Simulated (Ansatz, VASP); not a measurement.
## BC5 in VASP and in Ansatz

INCAR

```
SYSTEM = BC5
ALGO     = Normal         ! electronic algorithm
EDIFF    = 1E-7           ! SCF threshold, eV
ENCUT    = 520            ! plane-wave cutoff, eV
GGA      = RP             ! functional
ISIF     = 2              ! what is computed and relaxed
ISMEAR   = 0              ! smearing method
LASPH    = .True.         ! aspherical terms in the spheres
LCHARG   = .False.        ! write CHGCAR
LREAL    = .False.        ! projectors in reciprocal space
LWAVE    = .False.        ! write WAVECAR
NBANDS   = 20             ! bands
NELM     = 80             ! most SCF steps
PREC     = Accurate       ! precision mode
SIGMA    = 0.1            ! smearing width, eV
```

The input KPOINTS:

```
k-points
0
Gamma
  11 11 4
  0 0 0
```

POSCAR

```
BC5
1.0
    2.5515500000      0.0000000000      0.0000000000
   -1.2757800000      2.2097100000      0.0000000000
    0.0000000000      0.0000000000      6.3996600000
B C
1 5
Direct
    0.3333333333      0.6666666667      0.0075900000
    0.3333333333      0.6666666667      0.2595100000
    0.6666666667      0.3333333333      0.3390300000
    0.0000000000      0.0000000000      0.6645600000
    0.6666666667      0.3333333333      0.5813600000
    0.0000000000      0.0000000000      0.8989400000
```

Input for Ansatz:

```yaml
crystal:
  lattice:
    - [2.55155, 0.0, 0.0]
    - [-1.27578, 2.20971, 0.0]
    - [0.0, 0.0, 6.39966]
  atoms:
    - { symbol: B, position: [0.3333333333333333, 0.6666666666666666, 0.007590000000000001] }
    - { symbol: C, position: [0.3333333333333333, 0.6666666666666666, 0.25951] }
    - { symbol: C, position: [0.6666666666666666, 0.3333333333333333, 0.33903] }
    - { symbol: C, position: [0.0, 0.0, 0.66456] }
    - { symbol: C, position: [0.6666666666666666, 0.3333333333333333, 0.58136] }
    - { symbol: C, position: [0.0, 0.0, 0.89894] }
basis:
  ecutwfc: 420.0
kpoints:
  mp_grid:
    grid: [11, 11, 4]
hamiltonian:
  xc: rpbe
  pseudopotentials:
    kind: paw
    azcp:
      folder: soft_1
scf:
  occupations:
    method: gaussian
    width: 0.1
output:
  forces: true
  stress: true
```

Alike in both runs: task single point; functional RPBE; k mesh 11 × 11 × 4; occupations gaussian, width 0.1 eV; no spin polarisation.

```csv
,VASP,Ansatz
version,VASP 6.6.1,Ansatz 0.2.0
potentials or method,"VASP PAW PBE potentials, release 64 (B, C), cutoff 520 eV","plane waves, PAW"
valence electrons in the cell,23,23
```

```tsv
	VASP	Ansatz	Ansatz less VASP
pressure (GPa)	5.4	5.1	-0.34
traceless stress, the component that is largest in VASP (GPa)	0.38	0.30	-0.080
rms of the force components (eV/Å)	0.010	0.009	-0.0010
```

VASP's potentials were made for PBE, not for RPBE. Atom by atom the forces differ by 0.008 eV/Å (rms over components).
